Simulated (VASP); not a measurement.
Input of a VASP 6.6.1 run:

INCAR

```
SYSTEM = Zr12H
PREC = Accurate
ENCUT = 520
EDIFF = 1E-7
ISMEAR = -1
SIGMA = 0.05
LREAL = .False.
LASPH = .True.
NELM = 80
ALGO = Normal
ISIF = 2
LWAVE = .False.
LCHARG = .False.
GGA = PE
NBANDS = 84
```

The input KPOINTS:

```
regular mesh
0
Gamma
  3 2 3
  0 0 0
```

The input POSCAR:

```
Zr12H
1.0
    6.4600000000      0.0000000000      0.0000000000
   -4.8450000000      8.3917860000      0.0000000000
    0.0000000000      0.0000000000      5.1453900000
Zr H
12 1
Direct
   -0.0061571738     -0.0072943948     -0.0183072615
    0.1679942926      0.2227269618      0.5030920883
   -0.0016240091      0.3359128796     -0.0091423585
    0.1665470368      0.5561238096      0.5098373495
    0.0025812114      0.6679355265      0.0125677548
    0.1677160885      0.8883834740      0.4972763969
    0.4992634426     -0.0001843469     -0.0057027747
    0.6686412861      0.2236498881      0.4994958594
    0.5071691451      0.3363223276     -0.0048447251
    0.6709003725      0.5587336236      0.5170078459
    0.4980131178      0.6650602148      0.0091196197
    0.6631629881      0.8865516828      0.4953558428
    0.1650189159      0.2196235700      1.1129624771
```

Potentials or basis: VASP PAW PBE potentials, release 64 (Zr_sv, H).

Run with:

```sh
$ cat potpaw_PBE.64/Zr_sv/POTCAR potpaw_PBE.64/H/POTCAR > POTCAR
$ mpirun -np 1 vasp_std > vasp.out
```

Problem. What does it give for the largest force?

Solution. 0.008 eV/Å.

Problem. What does it give for the pressure?

Solution. 2.2 GPa.

Stress tensor (GPa, compression positive):
```
 2.15  0.06 -0.04
 0.06  2.08  0.03
-0.04  0.03  2.40
```

Caveat: the k points lie up to 0.41 Å⁻¹ apart.
